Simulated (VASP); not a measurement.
# MgS (P6_3mc) in VASP: single point with LDA

Aim: the single point of MgS with LDA.

All numbers are computed with VASP 6.6.1; they aren't measurements. Logs are shortened: lines on timing, memory, paths and dates and some standing lists are left out, and cuts for length are marked.

### Step 1. The cell of the first run

The structure is hexagonal, space group P6_3mc (No. 186). Conventional cell: a = 4.035 Å, b = 4.035 Å, c = 6.432 Å, α = 90.00°, β = 90.00°, γ = 120.00°. Mg (site symmetry 3m) has 4 S at 2.45 to 2.47 Å within 3.2 Å. Within 3.2 Å of S (site symmetry 3m) lie 4 Mg at 2.45 to 2.47 Å.

### Step 2. Single point, LDA

INCAR reads:

```
SYSTEM = MgS
  PREC = Accurate
  ENCUT = 520
  EDIFF = 1E-6
  ISMEAR = -1
  SIGMA = 0.1
  LREAL = .FALSE.
  LASPH = .TRUE.
  NELM = 60
  ALGO = Normal
  ISIF = 2
  LWAVE = .FALSE.
  LCHARG = .FALSE.
  NBANDS = 16
```

KPOINTS reads:

```
regular mesh
0
G
  6 6 4
  0 0 0
```

POSCAR reads:

```
MgS
1.0
    4.0346220000      0.0000000000      0.0000000000
   -2.0173110000      3.4940850000      0.0000000000
    0.0000000000      0.0000000000      6.4322940000
Mg S
2 2
Direct
    0.6666666667      0.3333333333      0.4957550000
    0.3333333333      0.6666666667      0.9957550000
    0.3333333333      0.6666666667      0.3792440000
    0.6666666667      0.3333333333      0.8792440000
```

Potentials or basis: VASP PAW LDA potentials, release 64 (Mg, S).

On the command line:

```sh
cat potpaw_LDA.64/Mg/POTCAR potpaw_LDA.64/S/POTCAR > POTCAR
mpirun -np 1 vasp_std > vasp.out
```

OUTCAR:

```text
SYSTEM = MgS
   PREC = Accurate
   ENCUT = 520
   EDIFF = 1E-6
   ISMEAR = -1
   LREAL = .FALSE.
   LASPH = .TRUE.
   NELM = 60
   ISIF = 2

 ion  position               nearest neighbor table
   1  0.667  0.333  0.496-   3 2.45   3 2.45   3 2.45   4 2.47
   2  0.333  0.667  0.996-   4 2.45   4 2.45   4 2.45   3 2.47
   3  0.333  0.667  0.379-   1 2.45   1 2.45   1 2.45   2 2.47
   4  0.667  0.333  0.879-   2 2.45   2 2.45   2 2.45   1 2.47

  LATTYP: Found a hexagonal cell.
 ALAT       =     4.0346220000
 C/A-ratio  =     1.5942742591

  Lattice vectors:

 A1 = (   4.0346220000,   0.0000000000,   0.0000000000)
 A2 = (  -2.0173110000,   3.4940850000,   0.0000000000)
 A3 = (   0.0000000000,   0.0000000000,   6.4322940000)

Analysis of symmetry for initial positions (statically):
=====================================================================
 Subroutine PRICEL returns:
 Original cell was already a primitive cell.

 Routine SETGRP: Setting up the symmetry group for a
 hexagonal supercell.

 Subroutine GETGRP returns: Found 12 space group operations
 (whereof  6 operations were pure point group operations)
 out of a pool of 24 trial point group operations.

The static configuration has the point symmetry C_3v.
 The point group associated with its full space group is C_6v.

Analysis of symmetry for dynamics (positions and initial velocities):
=====================================================================
 Subroutine PRICEL returns:
 Original cell was already a primitive cell.

 Routine SETGRP: Setting up the symmetry group for a
 hexagonal supercell.

 Subroutine GETGRP returns: Found 12 space group operations
 (whereof  6 operations were pure point group operations)
 out of a pool of 24 trial point group operations.

The dynamic configuration has the point symmetry C_3v.
 The point group associated with its full space group is C_6v.

 Subroutine INISYM returns: Found 12 space group operations
 (whereof  6 operations are pure point group operations),
 and found     1 'primitive' translations

----------------------------------------------------------------------------------------

                                     Primitive cell

  volume of cell :      90.6781

  direct lattice vectors                    reciprocal lattice vectors
     4.034622000  0.000000000  0.000000000     0.247854694  0.143098980  0.000000000
    -2.017311000  3.494085000  0.000000000     0.000000000  0.286197960  0.000000000
[... 87 lines left out ...]
   EDIFFG = 0.1E-04   stopping-criterion for IOM
   NSW    =      0    number of steps for IOM
   IBRION =     -1    ionic relax: 0-MD 1-quasi-New 2-CG
   NFREE  =      0    steps in history (QN), initial steepest desc. (CG)
   ISIF   =      2    stress and relaxation
   ISYM   =      2    0-nonsym 1-usesym 2-fastsym
   POTIM  = 0.5000    time-step for ionic-motion
   TEBEG  =    0.0;   TEEND  =   0.0 temperature during run
   PSTRESS=    0.0 pullay stress
   NELECT =      16.0000    total number of electrons
   NUPDOWN=      -1.0000    fix difference up-down
   EMIN   =  10.00;   EMAX   =-10.00  energy-range for DOS
   EFERMI =   0.00;   METHOD = LEGACY
   ISMEAR =    -1;   SIGMA  =   0.10  broadening in eV -4-tet -1-fermi 0-gaus
   EFERMI_NEDOS =   21; number of points for ismear=-14 and -15
   IALGO  =     38    algorithm
   IMIX   =      4    mixing-type and parameters
     AMIX     =   0.40;   BMIX     =  1.00
     AMIX_MAG =   1.60;   BMIX_MAG =  1.00
  volume/ion in A,a.u.               =      22.67       152.98
  Fermi-wavevector in a.u.,A,eV,Ry     =   0.918221  1.735187 11.471488  0.843131
  Thomas-Fermi vector in A             =   2.043279
   LORBIT       =      0    0 simple, 1 ext, 2 COOP (PROOUT), +10 PAW based schemes
   GGA     = CA    functional components
   LHFCALC =     F    Hartree Fock is set to
   AEXX    =    0.0000 exact exchange contribution
   IVDW    =     0    specifies the selected vdW correction
   LEPSILON=     F    determine dielectric tensor
   LRPA    =     F    only Hartree local field effects (RPA)
 non-spin polarized calculation
  energy-cutoff  :      520.00
  volume of cell :       90.68
 maximum number of plane-waves:      2466
 NGX is ok and might be reduce to    30
   NGX = 15   NGY = 15   NGZ = 23

 number of electron      16.0000003 magnetization

 Free energy of the ion-electron system (eV)
  ---------------------------------------------------
  ext. energy  EPLUGINS =         0.00000000
  ---------------------------------------------------
  free energy    TOTEN  =       -18.79461170 eV

  energy without entropy =      -18.79461168  energy(sigma->0) =      -18.79461169

 E-fermi :   2.7019     XC(G=0):  -8.7574

 val. band max:        1.0298962993   @ k =   0.0000   0.0000   0.0000
 cond. band min:       4.1893859535   @ k =   0.0000   0.0000   0.0000
 fundamental gap:      3.1594896541
 Fermi energy:         2.7019455291

 k-point     1 :       0.0000    0.0000    0.0000
  band No.  band energies     occupation
      1     -10.3522      2.00000
      2      -9.6016      2.00000
      3      -2.2730      2.00000
      4       0.4394      2.00000
      5       0.4394      2.00000
      6       0.8673      2.00000
[... 376 lines left out ...]
      3      -1.8466      2.00000
      4      -1.8466      2.00000
      5      -1.0285      2.00000
      6      -1.0285      2.00000
[... 8 lines left out ...]
     15      10.1532      0.00000
     16      10.1532      0.00000

------------------------ aborting loop because EDIFF is reached ----------------------------------------

  FORCE on cell =-STRESS in cart. coord.  units (eV):
  Direction    XX          YY          ZZ          XY          YZ          ZX
  --------------------------------------------------------------------------------------
  -------------------------------------------------------------------------------------
  Total       -1.3221489     -1.3221488     -1.4267369      0.0000000      0.0000000      0.0000000
  in kB      -23.3608563    -23.3608543    -25.2088051      0.0000000      0.0000000      0.0000000
  external PRESSURE =     -23.9768386 kB  Pullay stress =       0.0000000 kB

 VOLUME and BASIS-vectors are now :
 -----------------------------------------------------------------------------
  energy-cutoff  :      520.00
  volume of cell :       90.68
      direct lattice vectors                 reciprocal lattice vectors
     4.034622000  0.000000000  0.000000000     0.247854694  0.143098980  0.000000000
    -2.017311000  3.494085000  0.000000000     0.000000000  0.286197960  0.000000000
     0.000000000  0.000000000  6.432294000     0.000000000  0.000000000  0.155465531

 POSITION                                       TOTAL-FORCE (eV/Angst)
 -----------------------------------------------------------------------------------
      2.01731      1.16469      3.18884         0.000000     -0.000000      0.053342
     -0.00000      2.32939      6.40499         0.000000      0.000000      0.053342
     -0.00000      2.32939      2.43941        -0.000000      0.000000     -0.053342
      2.01731      1.16469      5.65556         0.000000     -0.000000     -0.053342
 -----------------------------------------------------------------------------------
    total drift:                               -0.000000      0.000000      0.000040

  FREE ENERGIE OF THE ION-ELECTRON SYSTEM (eV)
  ---------------------------------------------------
  free  energy   TOTEN  =       -18.7946116996 eV

  energy  without entropy=      -18.7946116825  energy(sigma->0) =      -18.79461169
```

Run time: 24 s. Hardware: 1 thread of Intel Xeon 6455B, shared host; peak memory 0.18 GiB.

What came out:

```
Free energy            : -18.7946 eV
Pressure               : -2.4 GPa
Largest force          : 0.053 eV/Å
Band gap on the k mesh : 3.16 eV
```

Forces in eV/Å, atoms in the order of the input:
```
Mg   0.000  0.000  0.053
Mg   0.000  0.000  0.053
S    0.000  0.000 -0.053
S    0.000  0.000 -0.053
```

Levels at points of the mesh, in eV from the valence-band top:
| k point | band 4 | band 5 | band 6 | band 7 | band 8 | band 9 | band 10 | band 11 | band 12 | band 13 |
| --- | --- | --- | --- | --- | --- | --- | --- | --- | --- | --- |
| (0.00, 0.00, 0.00) | -0.59 | -0.59 | -0.16 | -0.16 | 0.00 | 3.16 | 4.43 | 7.28 | 7.28 | 8.04 |
| (0.50, 0.00, 0.00) | -2.51 | -1.93 | -1.28 | -0.97 | -0.48 | 4.48 | 4.99 | 5.57 | 7.31 | 8.07 |
| (0.00, 0.00, 0.50) | -1.97 | -0.38 | -0.38 | -0.38 | -0.38 | 4.66 | 4.66 | 7.39 | 7.39 | 7.44 |
| (0.50, 0.00, 0.50) | -3.20 | -0.92 | -0.92 | -0.83 | -0.83 | 4.40 | 4.40 | 6.08 | 6.08 | 9.05 |
